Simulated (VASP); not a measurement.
# Nb: single point with r2SCAN

The system is Nb.

```xyz
2
Lattice="0.0000 2.6338 2.6338 2.6338 0.0000 2.6338 2.6338 2.6338 0.0000" Properties=species:S:1:pos:R:3 pbc="T T T"
Nb    5.2676    5.2676    5.2676
Nb    1.3169    1.3169    1.3169
```

This isn't the form of Nb at room conditions, which is bcc.

| Quantity | Value |
| --- | --- |
| Program | VASP 6.6.1 |
| Task | single point |
| Functional | r2SCAN |
| Potentials or basis | VASP PAW PBE potentials, release 64 (Nb_sv) |
| Cutoff | 550 eV |
| k mesh | 5 × 5 × 5 |
| Occupations | methfessel-paxton, width 0.05 eV |
| Spin | no spin polarisation |
| Dipole correction | no |
| Further INCAR settings | ALGO = Normal; EDIFF = 1e-06; NBANDS = 20 |

```
Pressure               : 40.2 GPa
Band gap on the k mesh : zero (bands 13 and 14 overlap by 2.26 eV)
```

Levels at points of the mesh, in eV from the Fermi level:
```tsv
k point	band 9	band 10	band 11	band 12	band 13	band 14	band 15	band 16	band 17	band 18
(0.00, 0.00, 0.00)	-5.35	-2.93	-2.93	-0.80	-0.80	-0.80	2.89	2.89	2.89	7.71
```

It took 28 s on 1 thread of Intel(R) Xeon(R) 6975P-C (Granite Rapids), on a shared host, peak memory 0.16 GiB.

Caveat: the k points lie up to 0.41 Å⁻¹ apart, too coarse for converged energies and pressures of a metal; the PAW data sets were made with another functional, which shifts forces and pressure a little.
